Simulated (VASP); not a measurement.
Here is a VASP 6.6.1 calculation.

File POSCAR:

```
Rh
1.0
    0.0000000000      1.9106736998      1.8724602258
    1.9106736998      0.0000000000      1.8724602258
    1.9106736998      1.9106736998      0.0000000000
Rh
1
Direct
    0.0000000000      0.0000000000      0.0000000000
```

Contents of INCAR.step1:

```
  PREC = Accurate
  ENCUT = 550
  ISMEAR = -1
  SIGMA = 0.1
  LREAL = F
  LASPH = T
  NELM = 120
  NBANDS = 14
  GGA = PE
  ALGO = Normal
  EDIFF = 1E-5
  LWAVE = T
  LCHARG = F
  GGA_COMPAT = F
```

INCAR.step2

```
  PREC = Accurate
  ENCUT = 550
  EDIFF = 1E-6
  ISMEAR = -1
  SIGMA = 0.1
  LREAL = F
  LASPH = T
  NELM = 120
  ALGO = Normal
  ISIF = 2
  LWAVE = F
  LCHARG = T
  METAGGA = R2SCAN
  LMIXTAU = T
  LELF = T
  LVHAR = T
  NBANDS = 14
  ISTART = 1
  GGA_COMPAT = F
```

File KPOINTS:

```
Automatic mesh
0
Gamma
  10 10 10
```

Potentials or basis: VASP PAW PBE potentials, release 64 (Rh_pv).

The run is started by

```bash
$ cat potpaw_PBE.64/Rh_pv/POTCAR > POTCAR
$ cp INCAR.step1 INCAR
$ mpirun -np 1 vasp_std > vasp.out
$ cp INCAR.step2 INCAR
$ mpirun -np 1 vasp_std > vasp.out
```

Q: Predict the band gap on the k mesh.

A: Zero (an odd number of electrons rules out a gap without spin polarisation).

Q: Predict the pressure.

A: 2.4 GPa.

Stress tensor (GPa, compression positive):
```
0.83 0.00 0.00
0.00 0.83 0.00
0.00 0.00 5.54
```

Caveat: an empty level that is flat over the whole mesh can mark a ghost state of the potentials, or a narrow d or f band; the PAW data sets were made with another functional, which shifts forces and pressure a little.
